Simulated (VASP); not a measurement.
The system is As.

```
As
1.0
     1.87975    1.08527    3.48577
    -1.87975    1.08527    3.48577
     0.00000   -2.17055    3.48577
As
2
Cartesian
  0.0000 0.0000 2.3795
  0.0000 0.0000 8.0778
```

```yaml
Program: VASP 6.6.1
Task: relaxation of cell and atoms
Functional: PBE
Potentials_or_basis: VASP PAW PBE potentials, release 64 (As)
Cutoff: 600 eV
k_mesh: 6 × 6 × 6
Occupations: gaussian, width 0.05 eV
Spin: no spin polarisation
```

At the start: pressure 3.8 GPa; volume 21.33 Å³/atom.

Q: How do energy, volume and symmetry change on relaxing?

A: Over 7 steps the energy falls by 12.3 meV/atom and the volume is 22.49 Å³/atom (+5.4 %); space group R-3m (No. 166, to 0.05 Å).

Step by step:
```tsv
step	energy change (eV)	largest force (eV/Å)	pressure (GPa)	volume (Å³)
1	0.0000	0.1630	3.77	42.67
2	-0.0120	0.3576	-2.09	45.84
3	-0.0223	0.1587	0.10	44.51
4	-0.0239	0.0607	0.06	44.68
5	-0.0241	0.0090	0.04	44.77
6	-0.0243	0.0064	0.04	44.83
7	-0.0246	0.0019	0.02	44.99
```

Final structure:
```xyz
2
Lattice="1.9131 1.1046 3.5482 -1.9131 1.1046 3.5482 0.0000 -2.2091 3.5482" Properties=species:S:1:pos:R:3 pbc="T T T"
As    0.0000    0.0000    2.4124
As    0.0000    0.0000    8.2323
```
